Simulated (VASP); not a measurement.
Here is a VASP 6.6.1 calculation.

INCAR

```
ALGO     = Normal         # electronic algorithm
EDIFF    = 1E-6           # SCF threshold, eV
EDIFFG   = -0.02          # ionic threshold
ENCUT    = 600            # plane-wave cutoff, eV
IBRION   = 2              # ionic algorithm
ISIF     = 3              # what is computed and relaxed
ISMEAR   = -1             # smearing method
LASPH    = True           # aspherical terms in the spheres
LCHARG   = False          # write CHGCAR
LREAL    = False          # projectors in reciprocal space
LWAVE    = False          # write WAVECAR
NELM     = 100            # most SCF steps
NSW      = 80             # ionic steps
PREC     = Accurate       # precision mode
PSTRESS  = 200.0        
SIGMA    = 0.1            # smearing width, eV
```

Contents of KPOINTS:

```
k-points
0
Gamma
  9 9 9
```

POSCAR

```
Nb
1.0
    1.6650000000      1.6650000000      1.6650000000
   -1.6650000000      1.6650000000      1.6650000000
   -1.6650000000     -1.6650000000      1.6650000000
Nb
1
Direct
    0.0000000000      0.0000000000      0.0000000000
```

Potentials or basis: VASP PAW LDA potentials, release 64 (Nb_sv).

The run is started by

```bash
$ cat potpaw_LDA.64/Nb_sv/POTCAR > POTCAR
$ mpirun -np 1 vasp_std > vasp.out
```

Question: Estimate the relaxed volume.

Answer: 15.69 Å³/atom.

Question: Predict the space group after relaxing (to 0.05 Å).

Answer: Im-3m (No. 229).

The path:
```csv
step,energy change (eV),largest force (eV/Å),pressure (GPa),volume (Å³)
1,0.0000,0.0000,-12.71,18.46
2,3.8392,0.0000,261.29,10.11
3,-0.0251,0.0000,11.65,16.22
4,0.0083,0.0000,17.38,15.85
5,0.0269,0.0000,20.04,15.69
```

Caveat: the cell is relaxed towards a set pressure, so the enthalpy falls and the energy may rise; the volume moved by over 15 % at a fixed basis, so the end points are rough.
